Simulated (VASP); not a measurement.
# Pd (P6_3/mmc) in VASP: notebook

Runs on Pd. Level: PBEsol. Tasks: single point.

Everything below comes from runs of VASP 6.6.1. Logs are shortened: lines on timing, memory, paths and dates and some standing lists are left out, and cuts for length are marked.

## Step 1: The cell of the first run

Symmetry: P6_3/mmc, No. 194, hexagonal system. Conventional cell: a = 2.784 Å, b = 2.784 Å, c = 4.629 Å, α = 90.00°, β = 90.00°, γ = 120.00°. Pd (site symmetry -6m2) has 12 Pd at 2.78 to 2.82 Å within 3.7 Å.

## Step 2: Single point, PBEsol

INCAR reads:

```
SYSTEM = Pd
ALGO = Normal ; EDIFF = 1E-6
ENCUT = 500 ; GGA = PS
GGA_COMPAT = .False. ; ISIF = 2
ISMEAR = -1 ; LASPH = .True.
LCHARG = .False. ; LREAL = .False.
LWAVE = .False. ; NBANDS = 17
NELM = 120 ; PREC = Accurate
SIGMA = 0.02
```

KPOINTS reads:

```
k-points
0
Gamma
  5 5 3
  0 0 0
```

POSCAR reads:

```
Pd
1.0
    2.7836650000      0.0000000000      0.0000000000
   -1.3918325000      2.4107246056      0.0000000000
    0.0000000000      0.0000000000      4.6288930000
Pd
2
Direct
    0.6666666667      0.3333333333      0.7500000000
    0.3333333333      0.6666666667      0.2500000000
```

Potentials or basis: VASP PAW PBE potentials, release 64 (Pd).

On the command line:

```console
$ cat potpaw_PBE.64/Pd/POTCAR > POTCAR
$ mpirun -np 1 vasp_std > vasp.out
```

OUTCAR:

```text
SYSTEM = Pd
   EDIFF = 1E-6
   ENCUT = 500
   GGA = PS
   ISIF = 2
   ISMEAR = -1
   LASPH = .True.
   LREAL = .False.
   NELM = 120
   PREC = Accurate

 ion  position               nearest neighbor table
   1  0.667  0.333  0.750-   2 2.82   2 2.82   2 2.82   2 2.82   2 2.82   2 2.82
   2  0.333  0.667  0.250-   1 2.82   1 2.82   1 2.82   1 2.82   1 2.82   1 2.82

  LATTYP: Found a hexagonal cell.
 ALAT       =     2.7836650000
 C/A-ratio  =     1.6628771781

  Lattice vectors:

 A1 = (   2.7836650000,   0.0000000000,   0.0000000000)
 A2 = (  -1.3918325000,   2.4107246056,   0.0000000000)
 A3 = (   0.0000000000,   0.0000000000,   4.6288930000)

Analysis of symmetry for initial positions (statically):
=====================================================================
 Subroutine PRICEL returns:
 Original cell was already a primitive cell.

 Routine SETGRP: Setting up the symmetry group for a
 hexagonal supercell.

 Subroutine GETGRP returns: Found 24 space group operations
 (whereof 12 operations were pure point group operations)
 out of a pool of 24 trial point group operations.

The static configuration has the point symmetry D_3d.
 The point group associated with its full space group is D_6h.

Analysis of symmetry for dynamics (positions and initial velocities):
=====================================================================
 Subroutine PRICEL returns:
 Original cell was already a primitive cell.

 Routine SETGRP: Setting up the symmetry group for a
 hexagonal supercell.

 Subroutine GETGRP returns: Found 24 space group operations
 (whereof 12 operations were pure point group operations)
 out of a pool of 24 trial point group operations.

The dynamic configuration has the point symmetry D_3d.
 The point group associated with its full space group is D_6h.

 Subroutine INISYM returns: Found 24 space group operations
 (whereof 12 operations are pure point group operations),
 and found     1 'primitive' translations

----------------------------------------------------------------------------------------

                                     Primitive cell

  volume of cell :      31.0629

  direct lattice vectors                    reciprocal lattice vectors
     2.783665000  0.000000000  0.000000000     0.359238630  0.207406520  0.000000000
    -1.391832500  2.410724606  0.000000000     0.000000000  0.414813039  0.000000000
     0.000000000  0.000000000  4.628893000     0.000000000  0.000000000  0.216034374

  length of vectors
     2.783665000  2.783665000  4.628893000     0.414813039  0.414813039  0.216034374

  position of ions in fractional coordinates (direct lattice)
     0.666666667  0.333333333  0.750000000
     0.333333333  0.666666667  0.250000000

  ion indices of the primitive-cell ions
   primitive index   ion index
                 1           1
                 2           2

----------------------------------------------------------------------------------------

 KPOINTS: k-points

Automatic generation of k-mesh.
 Grid dimensions read from file:
 generate k-points for:    5    5    3

 Generating k-lattice:

  Cartesian coordinates                     Fractional coordinates (reciprocal lattice)
     0.071847726  0.041481304  0.000000000     0.200000000  0.000000000  0.000000000
     0.000000000  0.082962608  0.000000000     0.000000000  0.200000000  0.000000000
     0.000000000  0.000000000  0.072011458     0.000000000  0.000000000  0.333333333

  Length of vectors
     0.082962608  0.082962608  0.072011458

  Shift w.r.t. Gamma in fractional coordinates (k-lattice)
     0.000000000  0.000000000  0.000000000

 Subroutine IBZKPT returns following result:
 ===========================================

 Found     10 irreducible k-points:

 Following reciprocal coordinates:
            Coordinates               Weight
  0.000000  0.000000  0.000000      1.000000
  0.200000  0.000000  0.000000      6.000000
  0.400000  0.000000  0.000000      6.000000
  0.200000  0.200000  0.000000      6.000000
  0.400000  0.200000  0.000000      6.000000
  0.000000  0.000000  0.333333      2.000000
  0.200000  0.000000  0.333333     12.000000
  0.400000  0.000000  0.333333     12.000000
  0.200000  0.200000  0.333333     12.000000
  0.400000  0.200000  0.333333     12.000000
   k-points           NKPTS =     10   k-points in BZ     NKDIM =     10   number of bands    NBANDS=     17
   number of dos      NEDOS =    301   number of ions     NIONS =      2
   total plane-waves  NPLWV =  14400
   dimension x,y,z NGX =    20 NGY =   20 NGZ =   36
   dimension x,y,z NGXF=    40 NGYF=   40 NGZF=   72
   ions per type =               2
   NGX,Y,Z   is equivalent  to a cutoff of  11.94, 11.94, 12.93 a.u.
   NGXF,Y,Z  is equivalent  to a cutoff of  23.89, 23.89, 25.86 a.u.
 SYSTEM =  Pd
   PREC   = accura    normal or accurate (medium, high low for compatibility)
   ISTART =      0    job   : 0-new  1-cont  2-samecut
   ICHARG =      2    charge: 1-file 2-atom 10-const
   ISPIN  =      1    spin polarized calculation?
   LNONCOLLINEAR =      F non collinear calculations
   LSORBIT =      F    spin-orbit coupling
   LASPH  =      T    aspherical Exc in radial PAW
   ENCUT  =  500.0 eV  36.75 Ry    6.06 a.u.   5.08  5.08  8.44*2*pi/ulx,y,z
   NELM   =    120;   NELMIN=  2; NELMDL= -5     # of ELM steps
   EDIFF  = 0.1E-05   stopping-criterion for ELM
   LREAL  =      F    real-space projection
   EDIFFG = 0.1E-04   stopping-criterion for IOM
   NSW    =      0    number of steps for IOM
   IBRION =     -1    ionic relax: 0-MD 1-quasi-New 2-CG
   NFREE  =      0    steps in history (QN), initial steepest desc. (CG)
   ISIF   =      2    stress and relaxation
   ISYM   =      2    0-nonsym 1-usesym 2-fastsym
   POTIM  = 0.5000    time-step for ionic-motion
   TEBEG  =    0.0;   TEEND  =   0.0 temperature during run
   PSTRESS=    0.0 pullay stress
   NELECT =      20.0000    total number of electrons
   NUPDOWN=      -1.0000    fix difference up-down
   EMIN   =  10.00;   EMAX   =-10.00  energy-range for DOS
   EFERMI =   0.00;   METHOD = LEGACY
   ISMEAR =    -1;   SIGMA  =   0.02  broadening in eV -4-tet -1-fermi 0-gaus
   EFERMI_NEDOS =   21; number of points for ismear=-14 and -15
   IALGO  =     38    algorithm
   IMIX   =      4    mixing-type and parameters
     AMIX     =   0.40;   BMIX     =  1.00
     AMIX_MAG =   1.60;   BMIX_MAG =  1.00
  volume/ion in A,a.u.               =      15.53       104.81
  Fermi-wavevector in a.u.,A,eV,Ry     =   1.413636  2.671385 27.189430  1.998367
  Thomas-Fermi vector in A             =   2.535261
   LORBIT       =      0    0 simple, 1 ext, 2 COOP (PROOUT), +10 PAW based schemes
   GGA     = PS    functional components
   LHFCALC =     F    Hartree Fock is set to
   AEXX    =    0.0000 exact exchange contribution
   IVDW    =     0    specifies the selected vdW correction
   LEPSILON=     F    determine dielectric tensor
   LRPA    =     F    only Hartree local field effects (RPA)
 non-spin polarized calculation
  energy-cutoff  :      500.00
  volume of cell :       31.06
 maximum number of plane-waves:       803
   NGX = 11   NGY = 11   NGZ = 17

 number of electron      20.0000004 magnetization

 Free energy of the ion-electron system (eV)
  ---------------------------------------------------
  ext. energy  EPLUGINS =         0.00000000
  ---------------------------------------------------
  free energy    TOTEN  =       -11.62793969 eV

  energy without entropy =      -11.61503415  energy(sigma->0) =      -11.62148692

 E-fermi :   8.8654     XC(G=0): -13.0426

 val. band max:        8.8642191753   @ k =   0.4000   0.0000   0.3333
 cond. band min:       8.8931314869   @ k =   0.4000   0.2000   0.3333
 fundamental gap:      0.0289123116
 Fermi energy:         8.8654196653

 k-point     1 :       0.0000    0.0000    0.0000
  band No.  band energies     occupation
      1       1.9296      2.00000
      2       3.8541      2.00000
      3       6.1281      2.00000
      4       6.3451      2.00000
      5       6.3451      2.00000
      6       6.6783      2.00000
[... 9 lines left out ...]
     16      28.1566      0.00000
     17      30.4595      0.00000

 k-point     2 :       0.2000    0.0000    0.0000
  band No.  band energies     occupation
      1       3.0737      2.00000
      2       4.5019      2.00000
      3       5.7338      2.00000
      4       6.0922      2.00000
      5       6.3157      2.00000
      6       6.9023      2.00000
[... 9 lines left out ...]
     16      27.5118      0.00000
     17      27.5340      0.00000

 k-point     3 :       0.4000    0.0000    0.0000
  band No.  band energies     occupation
      1       4.1207      2.00000
      2       4.3898      2.00000
      3       4.6613      2.00000
      4       6.3930      2.00000
      5       6.6097      2.00000
      6       6.6499      2.00000
[... 9 lines left out ...]
     16      23.2364      0.00000
     17      23.2550      0.00000

 k-point     4 :       0.2000    0.2000    0.0000
  band No.  band energies     occupation
      1       4.6482      2.00000
      2       5.0491      2.00000
      3       5.0770      2.00000
      4       5.2414      2.00000
      5       6.1621      2.00000
      6       6.5074      2.00000
[... 9 lines left out ...]
     16      25.1283      0.00000
     17      26.5190      0.00000

 k-point     5 :       0.4000    0.2000    0.0000
  band No.  band energies     occupation
      1       4.5752      2.00000
      2       4.7037      2.00000
      3       4.9772      2.00000
      4       6.1288      2.00000
      5       6.2601      2.00000
      6       6.3928      2.00000
[... 9 lines left out ...]
     16      21.7481      0.00000
     17      22.4498      0.00000

 k-point     6 :       0.0000    0.0000    0.3333
  band No.  band energies     occupation
      1       2.7939      2.00000
      2       3.8868      2.00000
      3       5.9647      2.00000
      4       6.2467      2.00000
      5       6.2467      2.00000
      6       6.4456      2.00000
[... 9 lines left out ...]
     16      26.7676      0.00000
     17      30.0151      0.00000

 k-point     7 :       0.2000    0.0000    0.3333
  band No.  band energies     occupation
      1       3.7514      2.00000
      2       4.7076      2.00000
      3       5.4782      2.00000
      4       5.8339      2.00000
      5       5.9948      2.00000
      6       6.6454      2.00000
[... 9 lines left out ...]
     16      25.8889      0.00000
     17      27.4041      0.00000

 k-point     8 :       0.4000    0.0000    0.3333
  band No.  band energies     occupation
      1       3.9705      2.00000
      2       4.3324      2.00000
      3       5.0714      2.00000
      4       5.2743      2.00000
      5       6.8875      2.00000
      6       7.2602      2.00000
[... 9 lines left out ...]
     16      24.0815      0.00000
     17      25.4980      0.00000

 k-point     9 :       0.2000    0.2000    0.3333
  band No.  band energies     occupation
      1       4.6149      2.00000
      2       4.7559      2.00000
      3       5.3896      2.00000
      4       5.6750      2.00000
      5       6.2137      2.00000
      6       6.3136      2.00000
[... 9 lines left out ...]
     16      23.3905      0.00000
     17      23.4052      0.00000

 k-point    10 :       0.4000    0.2000    0.3333
  band No.  band energies     occupation
      1       4.4139      2.00000
      2       4.9583      2.00000
      3       5.1283      2.00000
      4       5.7573      2.00000
      5       5.8466      2.00000
      6       7.0345      2.00000
[... 9 lines left out ...]
     16      22.0039      0.00000
     17      25.0889      0.00000

------------------------ aborting loop because EDIFF is reached ----------------------------------------

  FORCE on cell =-STRESS in cart. coord.  units (eV):
  Direction    XX          YY          ZZ          XY          YZ          ZX
  --------------------------------------------------------------------------------------
  -------------------------------------------------------------------------------------
  Total       -1.3509485     -1.3509485     -1.9413735      0.0000000     -0.0000000      0.0000000
  in kB      -69.6799225    -69.6799225   -100.1331690      0.0000000     -0.0000000      0.0000000
  external PRESSURE =     -79.8310047 kB  Pullay stress =       0.0000000 kB

 VOLUME and BASIS-vectors are now :
 -----------------------------------------------------------------------------
  energy-cutoff  :      500.00
  volume of cell :       31.06
      direct lattice vectors                 reciprocal lattice vectors
     2.783665000  0.000000000  0.000000000     0.359238630  0.207406520  0.000000000
    -1.391832500  2.410724606  0.000000000     0.000000000  0.414813039  0.000000000
     0.000000000  0.000000000  4.628893000     0.000000000  0.000000000  0.216034374

 POSITION                                       TOTAL-FORCE (eV/Angst)
 -----------------------------------------------------------------------------------
      1.39183      0.80357      3.47167         0.000000      0.000000      0.000000
     -0.00000      1.60715      1.15722        -0.000000     -0.000000      0.000000
 -----------------------------------------------------------------------------------
    total drift:                               -0.000000      0.000000     -0.000000

  FREE ENERGIE OF THE ION-ELECTRON SYSTEM (eV)
  ---------------------------------------------------
  free  energy   TOTEN  =       -11.6279396860 eV

  energy  without entropy=      -11.6150341539  energy(sigma->0) =      -11.62148692
```

Run time: 5.4 s. Hardware: 1 thread of Intel Xeon 6975P-C, shared host; peak memory 0.14 GiB.

What came out:

```
Free energy            : -11.6279 eV
Pressure               : -8.0 GPa
Band gap on the k mesh : zero (band 10 reaches 8.90 eV, above the bottom of band 11 at 8.50 eV)
```

Stress tensor (GPa, compression positive):
```
 -6.97   0.00   0.00
  0.00  -6.97   0.00
  0.00   0.00 -10.01
```

Caveat: the k points lie up to 0.52 Å⁻¹ apart; the PAW data sets were made with another functional, which shifts forces and pressure a little.

## Step 3: Single point, PBEsol

INCAR reads:

```
  PREC = Accurate
  ENCUT = 500
  EDIFF = 1E-6
  ISMEAR = -1
  SIGMA = 0.02
  LREAL = False
  LASPH = True
  NELM = 120
  ALGO = Normal
  ISIF = 2
  LWAVE = False
  LCHARG = False
  GGA = PS
  NBANDS = 17
  GGA_COMPAT = False
```

KPOINTS reads:

```
Automatic mesh
0
Gamma
  5 5 3
```

POSCAR is that of step 2.

Potentials or basis: VASP PAW PBE potentials, release 64 (Pd).

On the command line:

```console
$ cat potpaw_PBE.64/Pd/POTCAR > POTCAR
$ mpirun -np 1 vasp_std > vasp.out
```

OUTCAR:

```text
PREC = Accurate
   ENCUT = 500
   EDIFF = 1E-6
   ISMEAR = -1
   LREAL = False
   LASPH = True
   NELM = 120
   ISIF = 2
   GGA = PS

 ion  position               nearest neighbor table
   1  0.667  0.333  0.750-   2 2.82   2 2.82   2 2.82   2 2.82   2 2.82   2 2.82
   2  0.333  0.667  0.250-   1 2.82   1 2.82   1 2.82   1 2.82   1 2.82   1 2.82

  LATTYP: Found a hexagonal cell.
 ALAT       =     2.7836650000
 C/A-ratio  =     1.6628771781

  Lattice vectors:

[... 369 lines left out ...]
     17      25.0889      0.00000

------------------------ aborting loop because EDIFF is reached ----------------------------------------

  FORCE on cell =-STRESS in cart. coord.  units (eV):
  Direction    XX          YY          ZZ          XY          YZ          ZX
  --------------------------------------------------------------------------------------
  -------------------------------------------------------------------------------------
  Total       -1.3509485     -1.3509485     -1.9413735      0.0000000     -0.0000000      0.0000000
  in kB      -69.6799225    -69.6799225   -100.1331690      0.0000000     -0.0000000      0.0000000
  external PRESSURE =     -79.8310047 kB  Pullay stress =       0.0000000 kB

 VOLUME and BASIS-vectors are now :
 -----------------------------------------------------------------------------
  energy-cutoff  :      500.00
  volume of cell :       31.06
      direct lattice vectors                 reciprocal lattice vectors
     2.783665000  0.000000000  0.000000000     0.359238630  0.207406520  0.000000000
    -1.391832500  2.410724606  0.000000000     0.000000000  0.414813039  0.000000000
     0.000000000  0.000000000  4.628893000     0.000000000  0.000000000  0.216034374

 POSITION                                       TOTAL-FORCE (eV/Angst)
 -----------------------------------------------------------------------------------
      1.39183      0.80357      3.47167         0.000000      0.000000      0.000000
     -0.00000      1.60715      1.15722        -0.000000     -0.000000      0.000000
 -----------------------------------------------------------------------------------
    total drift:                               -0.000000      0.000000     -0.000000

  FREE ENERGIE OF THE ION-ELECTRON SYSTEM (eV)
  ---------------------------------------------------
  free  energy   TOTEN  =       -11.6279396860 eV

  energy  without entropy=      -11.6150341539  energy(sigma->0) =      -11.62148692
```

OSZICAR:

```text
N       E                     dE             d eps       ncg     rms          rms(c)
DAV:   1     0.103408061750E+03    0.10341E+03   -0.10089E+04   340   0.111E+03
DAV:   2    -0.107706880502E+02   -0.11418E+03   -0.10920E+03   348   0.248E+02
DAV:   3    -0.123030134533E+02   -0.15323E+01   -0.15191E+01   415   0.317E+01
DAV:   4    -0.123120940393E+02   -0.90806E-02   -0.90796E-02   394   0.235E+00
DAV:   5    -0.123122325332E+02   -0.13849E-03   -0.13849E-03   409   0.314E-01    0.106E+01
DAV:   6    -0.116571658093E+02    0.65507E+00   -0.17830E+00   359   0.138E+01    0.499E+00
DAV:   7    -0.116342545914E+02    0.22911E-01   -0.44442E-02   360   0.220E+00    0.289E+00
DAV:   8    -0.116283346749E+02    0.59199E-02   -0.42912E-03   404   0.548E-01    0.158E-01
DAV:   9    -0.116279356949E+02    0.39898E-03   -0.11963E-03   402   0.354E-01    0.150E-02
DAV:  10    -0.116279388219E+02   -0.31270E-05   -0.12292E-05   384   0.273E-02    0.909E-03
DAV:  11    -0.116279396860E+02   -0.86417E-06   -0.18846E-06   291   0.124E-02
   1 F= -.11627940E+02 E0= -.11621487E+02  d E =-.129055E-01
```

It took 5.5 s on 1 thread of Intel Xeon 6975P-C, shared host; peak memory 0.13 GiB.

Results:

```yaml
Free_energy: -11.6279 eV
Pressure: -8.0 GPa
Band_gap_on_the_k_mesh: zero (band 10 reaches 8.90 eV, above the bottom of band 11 at 8.50 eV)
```

Caveat: the k points lie up to 0.52 Å⁻¹ apart; the PAW data sets were made with another functional, which shifts forces and pressure a little.
